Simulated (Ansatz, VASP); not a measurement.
NaH in VASP and in Ansatz

```
Na H
1.0
     3.34461    0.00000    0.00000
    -1.67230    2.89652    0.00000
     0.00000    0.00000    5.88338
Na H
2 2
Direct
  0.00000 0.00000 0.00000
  0.00000 0.00000 0.50000
  0.33333 0.66667 0.25000
  0.66667 0.33333 0.75000
```

Alike in both runs: functional PBE; k mesh 9 × 9 × 6; occupations gaussian, width 0.02 eV; no spin polarisation.

Ansatz relaxed the structure, and its values are those at the end. VASP's run is a single point on that final structure, the one shown.

```csv
,VASP,Ansatz
version,VASP 6.6.1,Ansatz 0.2.0
potentials or method,"VASP PAW PBE potentials, release 64 (Na_pv, H), cutoff 520 eV","scalar-relativistic, plane waves, PAW"
valence electrons in the cell,16,20
```

Ansatz gave:

| Item | Value |
| --- | --- |
| gap on the k mesh at the Fermi level (eV) | 3.37 |
| least direct gap on the mesh (eV) | 4.51 |
| pressure (GPa) | 0.0 |

Q: Which values does VASP return?

A: gap on the k mesh at the Fermi level (eV): 3.37; least direct gap on the mesh (eV): 4.50; pressure (GPa): 0.0.

VASP's potentials hold 16 valence electrons a cell and Ansatz's 20, so a difference there can come from the potentials and not from the codes.
